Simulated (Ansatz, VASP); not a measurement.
# Two plane-wave programs on Ga

INCAR

```
SYSTEM = Ga
PREC     = Accurate       ! precision mode
ENCUT    = 520            ! plane-wave cutoff, eV
EDIFF    = 1E-6           ! SCF threshold, eV
ISMEAR   = -1             ! smearing method
SIGMA    = 0.1            ! smearing width, eV
LREAL    = .FALSE.        ! projectors in reciprocal space
LASPH    = .TRUE.         ! aspherical terms in the spheres
NELM     = 100            ! most SCF steps
ALGO     = Normal         ! electronic algorithm
ISIF     = 2              ! what is computed and relaxed
LWAVE    = .FALSE.        ! write WAVECAR
LCHARG   = .FALSE.        ! write CHGCAR
GGA      = RP             ! functional
NBANDS   = 20             ! bands
```

KPOINTS

```
Automatic mesh
0
G
  10 10 10
  0 0 0
```

POSCAR

```
Ga
1.0
    0.0000000000      2.9455062141      2.9455062141
    2.9455062141      0.0000000000      2.9455062141
    2.9455062141      2.9455062141      0.0000000000
Ga
2
Direct
    0.1250000000      0.1250000000      0.1250000000
    0.8750000000      0.8750000000      0.8750000000
```

Input for Ansatz:

```yaml
crystal:
  lattice:
    - [0.0, 2.9455062141, 2.9455062141]
    - [2.9455062141, 0.0, 2.9455062141]
    - [2.9455062141, 2.9455062141, 0.0]
  atoms:
    - { symbol: Ga, position: [0.125, 0.125, 0.125] }
    - { symbol: Ga, position: [0.875, 0.875, 0.875] }
hamiltonian:
  xc: rpbe
  pseudopotentials:
    kind: paw
    azcp:
      Ga: "pseudopotentials/Ga.paw.azcp"
basis:
  ecutwfc: 420
  fft_grid_basis: typed
kpoints:
  mp_grid: { grid: [10, 10, 10], shift: [0, 0, 0] }
magnetization:
  spin_polarized: false
scf:
  occupations: { method: fermi_dirac, width: 0.1 }
  lower_state_search: "off"
output:
  stress: true
  write_density: true
  write_potential: true
  elf: true
  volumetric_format: npy
```

Alike in both runs: task single point; functional RPBE; k mesh 10 × 10 × 10; occupations fermi-dirac, width 0.1 eV; no spin polarisation.

```csv
,VASP,Ansatz
version,VASP 6.6.1,Ansatz 0.2.0
potentials or method,"VASP PAW PBE potentials, release 64 (Ga_d), cutoff 520 eV","plane waves (420 eV) with PAW, scalar-relativistic"
valence electrons in the cell,26,26
```

|  | VASP | Ansatz | Ansatz less VASP |
| --- | --- | --- | --- |
| pressure (GPa) | 1.5 | 1.4 | -0.12 |

VASP's potentials were made for PBE, not for RPBE.
